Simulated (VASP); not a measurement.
Input of a VASP 6.6.1 run:

File POSCAR:

```
MgS
1.0
    0.0000000000      2.6526756995      2.6526756995
    2.6526756995      0.0000000000      2.6526756995
    2.6526756995      2.6526756995      0.0000000000
S Mg
1 1
Direct
    0.5000000000      0.5000000000      0.5000000000
    0.0000000000      0.0000000000      0.0000000000
```

The input INCAR.step1:

```
PREC = Accurate
ENCUT = 920
ISMEAR = -1
SIGMA = 0.05
LREAL = False
LASPH = True
NELM = 120
NBANDS = 15
GGA = PE
ALGO = Normal
EDIFF = 1E-5
LWAVE = True
LCHARG = False
GGA_COMPAT = False
```

Contents of INCAR.step2:

```
PREC = Accurate
ENCUT = 920
EDIFF = 1E-6
ISMEAR = -1
SIGMA = 0.05
LREAL = False
LASPH = True
NELM = 120
ALGO = Normal
ISIF = 2
LWAVE = False
LCHARG = True
METAGGA = R2SCAN
LMIXTAU = True
LELF = True
LVHAR = True
NBANDS = 15
ISTART = 1
GGA_COMPAT = False
```

KPOINTS

```
regular mesh
0
Gamma
  9 9 9
```

Potentials or basis: VASP PAW PBE potentials, release 64 (S, Mg_sv).

Launch:

```sh
$ cat potpaw_PBE.64/S/POTCAR potpaw_PBE.64/Mg_sv/POTCAR > POTCAR
$ cp INCAR.step1 INCAR
$ mpirun -np 1 vasp_std > vasp.out
$ cp INCAR.step2 INCAR
$ mpirun -np 1 vasp_std > vasp.out
```

(1) What does it give for the band gap on the k mesh?

(2) Estimate the pressure.

Answers

(1) 3.50 eV (least direct gap 4.19 eV).

(2) -4.1 GPa.

Caveat: the cell stands under tension; the PAW data sets were made with another functional, which shifts forces and pressure a little; an odd mesh through Γ misses points on the zone boundary, where band edges can lie.
